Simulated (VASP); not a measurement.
# Al30Ga (a cell with a defect): single point with PBE

The system is Al30Ga (a cell with a defect).

```xyz
31
Lattice="8.1000 0.0000 0.0000 0.0000 8.1000 0.0000 0.0000 0.0000 8.1000" Properties=species:S:1:pos:R:3 pbc="T T T"
Al    4.0668    0.0216   -0.0214
Al    6.0524    2.0072   -0.0214
Al    6.0806   -0.0066    2.0275
Al   -0.0021   -0.0168    0.0107
Al    1.9760    1.9617    0.1306
Al    4.1123    4.0979    0.1304
Al    6.0908    6.0760    0.0107
Al    2.0224   -0.0722    2.0275
Al    4.0644    2.0097    2.0275
Al    6.1461    4.0517    2.0275
Al    4.0668    0.0216    4.0764
Al    6.0524    2.0072    4.0764
Al    6.0742   -0.0002    6.0775
Al    0.0356    4.0523   -0.0216
Al    2.0218    6.0384   -0.0216
Al   -0.0594    2.0094    2.0275
Al    2.0231    4.0509    2.0275
Al    4.0646    6.1333    2.0275
Al   -0.0020   -0.0168    4.0443
Al    1.9761    1.9617    3.9244
Al    4.1123    4.0980    3.9246
Al    6.0908    6.0760    4.0443
Al    2.0558    0.0225    6.0775
Al    6.0515    4.0181    6.0775
Al    0.0079    6.0662    2.0275
Al    0.0356    4.0523    4.0766
Al    2.0218    6.0384    4.0766
Al    0.0358    2.0410    6.0775
Al    4.0330    6.0382    6.0775
Al    0.0145    6.0595    6.0775
Ga    3.0432    3.0303    6.0775
```

| Item | Value |
| --- | --- |
| Program | VASP 6.6.1 |
| Task | single point |
| Functional | PBE |
| Potentials or basis | VASP PAW PBE potentials, release 64 (Al, Ga_d) |
| Cutoff | 520 eV |
| k mesh | 3 × 3 × 3 |
| Occupations | gaussian, width 0.05 eV |
| Spin | no spin polarisation |
| Dipole correction | no |
| Further INCAR settings | LREAL = Auto; ALGO = Normal; EDIFF = 1e-07; NBANDS = 72 |

```
Pressure               : -0.6 GPa
Largest force          : 0.009 eV/Å
Band gap on the k mesh : zero (an odd number of electrons rules out a gap without spin polarisation)
```

Forces in eV/Å, atoms in the order of the input:
```
Al  -0.002  0.003 -0.006
Al  -0.003  0.002 -0.006
Al   0.004 -0.004  0.002
Al  -0.003 -0.003  0.007
Al  -0.003  0.000  0.005
Al  -0.001  0.002  0.005
Al   0.004  0.002  0.006
Al  -0.001 -0.006  0.001
Al   0.005 -0.004  0.001
Al   0.007  0.001  0.002
Al  -0.002  0.003  0.005
Al  -0.002  0.003  0.005
Al   0.001 -0.001 -0.001
Al   0.000 -0.002 -0.006
Al   0.002  0.000 -0.005
Al  -0.003 -0.002  0.001
Al  -0.002  0.001  0.002
Al   0.002  0.002  0.000
Al  -0.003 -0.004 -0.006
Al  -0.003  0.000 -0.007
Al  -0.001  0.002 -0.007
Al   0.004  0.003 -0.007
Al  -0.004  0.002 -0.001
Al  -0.002  0.005  0.000
Al   0.004 -0.004  0.002
Al   0.000 -0.001  0.004
Al   0.001  0.000  0.005
Al   0.001 -0.002 -0.002
Al   0.002  0.000 -0.001
Al   0.001 -0.001  0.001
Ga  -0.001  0.002  0.000
```

Stress tensor (GPa, compression positive):
```
-0.78  0.06  0.00
 0.06 -0.78  0.00
 0.00  0.00 -0.12
```

Levels at points of the mesh, in eV from the Fermi level:
```
           k point  band 49  band 50  band 51  band 52  band 53  band 54  band 55  band 56
(0.00, 0.00, 0.00)    -0.33    -0.16     0.13     0.38     0.49     0.56     0.59     0.60
```

Wall time 27 min on 1 thread of Intel Xeon 8259CL (shared host), peak memory 0.67 GiB.
